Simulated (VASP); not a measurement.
# TaN (l.f) (Fm-3m) in VASP: single point with LDA

Aim: the single point of TaN (l.f) with LDA.

All numbers are computed with VASP 6.6.1; they aren't measurements. Logs are shortened: lines on timing, memory, paths and dates and some standing lists are left out, and cuts for length are marked.

## Step 1: The cell of the first run

Symmetry: Fm-3m, No. 225, cubic system. The conventional cell has a = 4.390 Å, b = 4.390 Å, c = 4.390 Å, α = 90.00°, β = 90.00°, γ = 90.00°. Within 2.9 Å of Ta (site symmetry m-3m) lie 6 N at 2.19 Å. N (site symmetry m-3m) has 6 Ta at 2.19 Å within 2.9 Å.

## Step 2: Single point, LDA

File INCAR:

```
SYSTEM = TaN
ALGO     = Normal         ! electronic algorithm
EDIFF    = 1E-6           ! SCF threshold, eV
ENCUT    = 600            ! plane-wave cutoff, eV
GGA_COMPAT= .False.      
ISIF     = 2              ! what is computed and relaxed
ISMEAR   = 0              ! smearing method
LASPH    = .True.         ! aspherical terms in the spheres
LCHARG   = .False.        ! write CHGCAR
LREAL    = .False.        ! projectors in reciprocal space
LWAVE    = .False.        ! write WAVECAR
NBANDS   = 15             ! bands
NELM     = 120            ! most SCF steps
PREC     = Accurate       ! precision mode
SIGMA    = 0.1            ! smearing width, eV
```

File KPOINTS:

```
k-points
0
Gamma
  8 8 8
  0 0 0
```

File POSCAR:

```
TaN
1.0
    0.0000000000      2.1950000000      2.1950000000
    2.1950000000      0.0000000000      2.1950000000
    2.1950000000      2.1950000000      0.0000000000
Ta N
1 1
Direct
    0.0000000000      0.0000000000      0.0000000000
    0.5000000000      0.5000000000      0.5000000000
```

Potentials or basis: VASP PAW LDA potentials, release 64 (Ta_pv, N).

Command:

```console
> cat potpaw_LDA.64/Ta_pv/POTCAR potpaw_LDA.64/N/POTCAR > POTCAR
> mpirun -np 1 vasp_std > vasp.out
```

OUTCAR:

```text
SYSTEM = TaN
   EDIFF = 1E-6
   ENCUT = 600
   ISIF = 2
   ISMEAR = 0
   LASPH = .True.
   LREAL = .False.
   NELM = 120
   PREC = Accurate

 ion  position               nearest neighbor table
   1  0.000  0.000  0.000-   2 2.19   2 2.19   2 2.19   2 2.19   2 2.19   2 2.19
   2  0.500  0.500  0.500-   1 2.19   1 2.19   1 2.19   1 2.19   1 2.19   1 2.19

  LATTYP: Found a face centered cubic cell.
 ALAT       =     4.3900000000

  Lattice vectors:

 A1 = (   0.0000000000,   2.1950000000,   2.1950000000)
 A2 = (   2.1950000000,   0.0000000000,   2.1950000000)
 A3 = (   2.1950000000,   2.1950000000,   0.0000000000)

Analysis of symmetry for initial positions (statically):
=====================================================================
 Subroutine PRICEL returns:
 Original cell was already a primitive cell.

 Routine SETGRP: Setting up the symmetry group for a
 face centered cubic supercell.

 Subroutine GETGRP returns: Found 48 space group operations
 (whereof 48 operations were pure point group operations)
 out of a pool of 48 trial point group operations.

The static configuration has the point symmetry O_h .

Analysis of symmetry for dynamics (positions and initial velocities):
=====================================================================
 Subroutine PRICEL returns:
 Original cell was already a primitive cell.

 Routine SETGRP: Setting up the symmetry group for a
 face centered cubic supercell.

 Subroutine GETGRP returns: Found 48 space group operations
 (whereof 48 operations were pure point group operations)
 out of a pool of 48 trial point group operations.

The dynamic configuration has the point symmetry O_h .

 Subroutine INISYM returns: Found 48 space group operations
 (whereof 48 operations are pure point group operations),
 and found     1 'primitive' translations

----------------------------------------------------------------------------------------

                                     Primitive cell

  volume of cell :      21.1511

  direct lattice vectors                    reciprocal lattice vectors
     0.000000000  2.195000000  2.195000000    -0.227790433  0.227790433  0.227790433
     2.195000000  0.000000000  2.195000000     0.227790433 -0.227790433  0.227790433
     2.195000000  2.195000000  0.000000000     0.227790433  0.227790433 -0.227790433

  length of vectors
     3.104198769  3.104198769  3.104198769     0.394544603  0.394544603  0.394544603

  position of ions in fractional coordinates (direct lattice)
     0.000000000  0.000000000  0.000000000
     0.500000000  0.500000000  0.500000000

  ion indices of the primitive-cell ions
[... 82 lines left out ...]
   ISYM   =      2    0-nonsym 1-usesym 2-fastsym
   POTIM  = 0.5000    time-step for ionic-motion
   TEBEG  =    0.0;   TEEND  =   0.0 temperature during run
   PSTRESS=    0.0 pullay stress
   NELECT =      16.0000    total number of electrons
   NUPDOWN=      -1.0000    fix difference up-down
   EMIN   =  10.00;   EMAX   =-10.00  energy-range for DOS
   EFERMI =   0.00;   METHOD = LEGACY
   ISMEAR =     0;   SIGMA  =   0.10  broadening in eV -4-tet -1-fermi 0-gaus
   EFERMI_NEDOS =   21; number of points for ismear=-14 and -15
   IALGO  =     38    algorithm
   IMIX   =      4    mixing-type and parameters
     AMIX     =   0.40;   BMIX     =  1.00
     AMIX_MAG =   1.60;   BMIX_MAG =  1.00
  volume/ion in A,a.u.               =      10.58        71.37
  Fermi-wavevector in a.u.,A,eV,Ry     =   1.491662  2.818832 30.273701  2.225054
  Thomas-Fermi vector in A             =   2.604288
   LORBIT       =      0    0 simple, 1 ext, 2 COOP (PROOUT), +10 PAW based schemes
   GGA     = CA    functional components
   LHFCALC =     F    Hartree Fock is set to
   AEXX    =    0.0000 exact exchange contribution
   IVDW    =     0    specifies the selected vdW correction
   LEPSILON=     F    determine dielectric tensor
   LRPA    =     F    only Hartree local field effects (RPA)
 non-spin polarized calculation
 Gauss-broadening in eV      SIGMA  =   0.10
  energy-cutoff  :      600.00
  volume of cell :       21.15
 maximum number of plane-waves:       725
 NGX is ok and might be reduce to    28
   NGX = 13   NGY = 13   NGZ = 13

 number of electron      16.0000000 magnetization

 Free energy of the ion-electron system (eV)
  ---------------------------------------------------
  ext. energy  EPLUGINS =         0.00000000
  ---------------------------------------------------
  free energy    TOTEN  =       -24.11457909 eV

  energy without entropy =      -24.11135498  energy(sigma->0) =      -24.11296704

 E-fermi :   9.5076     XC(G=0): -13.6891

 val. band max:        9.4594410861   @ k =   0.0000   0.0000   0.0000
 cond. band min:       9.6746452150   @ k =  -0.3750   0.2500   0.1250
 fundamental gap:      0.2152041288
 Fermi energy:         9.5075639644

 k-point     1 :       0.0000    0.0000    0.0000
  band No.  band energies     occupation
      1     -26.0842      2.00000
      2     -26.0842      2.00000
      3     -26.0842      2.00000
      4      -9.1897      2.00000
      5       5.6789      2.00000
      6       5.6789      2.00000
      7       5.6789      2.00000
      8       7.3129      2.00000
      9       7.3129      2.00000
     10       7.3129      2.00000
     11       9.4594      1.50385
     12       9.4594      1.50385
     13      11.2332      0.00000
     14      18.9444      0.00000
[... 401 lines left out ...]
      2     -26.3965      2.00000
      3     -26.2468      2.00000
      4      -6.6699      2.00000
      5       0.3120      2.00000
      6       2.3861      2.00000
      7       2.4305      2.00000
      8       9.6746      0.01813
      9      10.1221      0.00000
     10      12.0813      0.00000
     11      14.6958      0.00000
     12      15.8244      0.00000
     13      17.9562      0.00000
     14      19.7264      0.00000
     15      20.9021      0.00000

 [... further k-points ...]
[... 5 lines left out ...]
  --------------------------------------------------------------------------------------
  -------------------------------------------------------------------------------------
  Total       -1.0736045     -1.0736045     -1.0736045      0.0000000      0.0000000      0.0000000
  in kB      -81.3244904    -81.3244904    -81.3244904      0.0000000      0.0000000      0.0000000
  external PRESSURE =     -81.3244904 kB  Pullay stress =       0.0000000 kB

 VOLUME and BASIS-vectors are now :
 -----------------------------------------------------------------------------
  energy-cutoff  :      600.00
  volume of cell :       21.15
      direct lattice vectors                 reciprocal lattice vectors
     0.000000000  2.195000000  2.195000000    -0.227790433  0.227790433  0.227790433
     2.195000000  0.000000000  2.195000000     0.227790433 -0.227790433  0.227790433
     2.195000000  2.195000000  0.000000000     0.227790433  0.227790433 -0.227790433

 POSITION                                       TOTAL-FORCE (eV/Angst)
 -----------------------------------------------------------------------------------
      0.00000      0.00000      0.00000         0.000000      0.000000      0.000000
      2.19500      2.19500      2.19500        -0.000000     -0.000000     -0.000000
 -----------------------------------------------------------------------------------
    total drift:                                0.000000      0.000000      0.000000

  FREE ENERGIE OF THE ION-ELECTRON SYSTEM (eV)
  ---------------------------------------------------
  free  energy   TOTEN  =       -24.1145790902 eV

  energy  without entropy=      -24.1113549816  energy(sigma->0) =      -24.11296704
```

OSZICAR:

```text
N       E                     dE             d eps       ncg     rms          rms(c)
DAV:   1     0.105681975121E+03    0.10568E+03   -0.92227E+03   870   0.124E+03
DAV:   2    -0.237806876764E+02   -0.12946E+03   -0.12338E+03  1052   0.321E+02
DAV:   3    -0.271094456651E+02   -0.33288E+01   -0.32914E+01   996   0.484E+01
DAV:   4    -0.271226705382E+02   -0.13225E-01   -0.13222E-01  1073   0.343E+00
DAV:   5    -0.271227441582E+02   -0.73620E-04   -0.73616E-04  1010   0.217E-01    0.242E+01
DAV:   6    -0.242755352212E+02    0.28472E+01   -0.61082E+00   955   0.263E+01    0.101E+01
DAV:   7    -0.241568120169E+02    0.11872E+00   -0.41125E-01  1045   0.539E+00    0.692E+00
DAV:   8    -0.241201910609E+02    0.36621E-01   -0.16865E-01   884   0.325E+00    0.134E+00
DAV:   9    -0.241147831128E+02    0.54079E-02   -0.15232E-02   940   0.986E-01    0.304E-01
DAV:  10    -0.241146032171E+02    0.17990E-03   -0.77841E-04  1024   0.289E-01    0.885E-02
DAV:  11    -0.241145791529E+02    0.24064E-04   -0.48081E-05   905   0.685E-02    0.145E-02
DAV:  12    -0.241145790902E+02    0.62703E-07   -0.24435E-06   905   0.136E-02
   1 F= -.24114579E+02 E0= -.24112967E+02  d E =-.322411E-02
```

Run time: 7.6 s. Hardware: 1 thread of Intel Xeon Platinum 8559C (Emerald Rapids), shared host; peak memory 0.15 GiB.

Results:

- Free energy: -24.1146 eV
- Pressure: -8.1 GPa
- Band gap on the k mesh: zero (band 8 reaches 11.36 eV, above the bottom of band 9 at 7.31 eV)

Levels at points of the mesh, in eV from the Fermi level:
```
           k point  band 6  band 7  band 8  band 9  band 10  band 11
(0.00, 0.00, 0.00)   -3.83   -3.83   -2.19   -2.19    -2.19    -0.05
(0.50, 0.00, 0.00)   -7.65   -7.65    1.85    1.85     1.97     3.92
(0.50, 0.50, 0.00)   -5.55   -4.63   -4.63    2.02     3.51     3.51
```

Caveat: spin-orbit coupling is left out, which moves the levels of the heavy elements.
